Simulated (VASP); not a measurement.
Write the native input for VASP 6.6.1 that does the following.

| Item | Value |
| --- | --- |
| Task | single point |
| Functional | PBEsol |
| Potentials or basis | VASP PAW PBE potentials, release 64 (Pt) |
| Cutoff | 520 eV |
| k mesh | 22 × 22 × 22 |
| Occupations | gaussian, width 0.15 eV |
| Spin | collinear spin, ferromagnetic start |
| Starting moments | [0.3] μB |
| Fixed moment | 0.3 μB |
| Dipole correction | no |
| Further INCAR settings | ALGO = Fast; EDIFF = 1e-06; NBANDS = 15 |

The structure of Pt lies in POSCAR:

```
Pt
1.0
    0.0000000000      1.9879272712      1.9879272712
    1.9879272712      0.0000000000      1.9879272712
    1.9879272712      1.9879272712      0.0000000000
Pt
1
Direct
    0.0000000000      0.0000000000      0.0000000000
```

One way to write it, as run:

INCAR

```
SYSTEM = Pt
  ALGO = Fast
  EDIFF = 1E-6
  ENCUT = 520
  GGA = PS
  ISIF = 2
  ISMEAR = 0
  ISPIN = 2
  LASPH = .True.
  LCHARG = .True.
  LELF = .True.
  LMAXMIX = 4
  LORBIT = 11
  LREAL = .False.
  LVHAR = .True.
  LWAVE = .False.
  MAGMOM = 0.3
  NBANDS = 15
  NELM = 150
  NUPDOWN = 0.3
  PREC = Accurate
  SIGMA = 0.15
```

KPOINTS

```
k-points
0
Gamma
  22 22 22
  0 0 0
```

Potentials or basis: VASP PAW PBE potentials, release 64 (Pt).

The run is started by

```console
$ cat potpaw_PBE.64/Pt/POTCAR > POTCAR
$ mpirun -np 1 vasp_std > vasp.out
```

Results of the run:

The pressure is -11.1 GPa, the net moment is 0.30 μB per cell and the site moments are Pt +0.30 μB. The valence electrons inside the program's atomic spheres are Pt 9.18.

Caveat: the PAW data sets were made with another functional, which shifts forces and pressure a little; the total moment is fixed, so each spin has its own Fermi level.

Run time: 120 s on 1 thread of AMD EPYC 9R45 96-Core Processor (Zen 5), on a shared host, peak memory 0.21 GiB.
